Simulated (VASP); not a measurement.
Wanted: the native input for a VASP 6.6.1 run.

* Task: single point
* Functional: LDA
* Potentials or basis: VASP PAW LDA potentials, release 64 (Ir)
* Cutoff: 520 eV
* k mesh: 22 × 22 × 22
* Occupations: gaussian, width 0.15 eV
* Spin: no spin polarisation
* Dipole correction: no
* Further INCAR settings: ALGO = Normal; EDIFF = 1e-06; NBANDS = 10

The structure of Ir lies in POSCAR:

```
Ir
1.0
    0.0000000000      2.0930440188      1.5369222230
    2.0930440188      0.0000000000      1.5369222230
    2.0930440188      2.0930440188      0.0000000000
Ir
1
Direct
    0.0000000000      0.0000000000      0.0000000000
```

One way to write it, as run:

INCAR

```
PREC     = Accurate       # precision mode
ENCUT    = 520            # plane-wave cutoff, eV
EDIFF    = 1E-6           # SCF threshold, eV
ISMEAR   = 0              # smearing method
SIGMA    = 0.15           # smearing width, eV
LREAL    = F              # projectors in reciprocal space
LASPH    = T              # aspherical terms in the spheres
NELM     = 80             # most SCF steps
ALGO     = Normal         # electronic algorithm
ISIF     = 2              # what is computed and relaxed
LWAVE    = F              # write WAVECAR
LCHARG   = T              # write CHGCAR
GGA      = CA             # functional
LELF     = T              # ELF
LVHAR    = T            
NBANDS   = 10             # bands
```

KPOINTS

```
regular mesh
0
Gamma
  22 22 22
```

Potentials or basis: VASP PAW LDA potentials, release 64 (Ir).

The run is started by

```bash
$ cat potpaw_LDA.64/Ir/POTCAR > POTCAR
$ mpirun -np 1 vasp_std > vasp.out
```

It gave:

- Pressure: 28.3 GPa
- Band gap on the k mesh: zero (an odd number of electrons rules out a gap without spin polarisation)

Caveat: the stress differs along the axes, from 19 to 47 GPa; spin-orbit coupling is left out, which moves the levels of the heavy elements.

It took 34 s on 1 thread of Intel(R) Xeon(R) 6975P-C (Granite Rapids), on a shared host, peak memory 0.23 GiB.
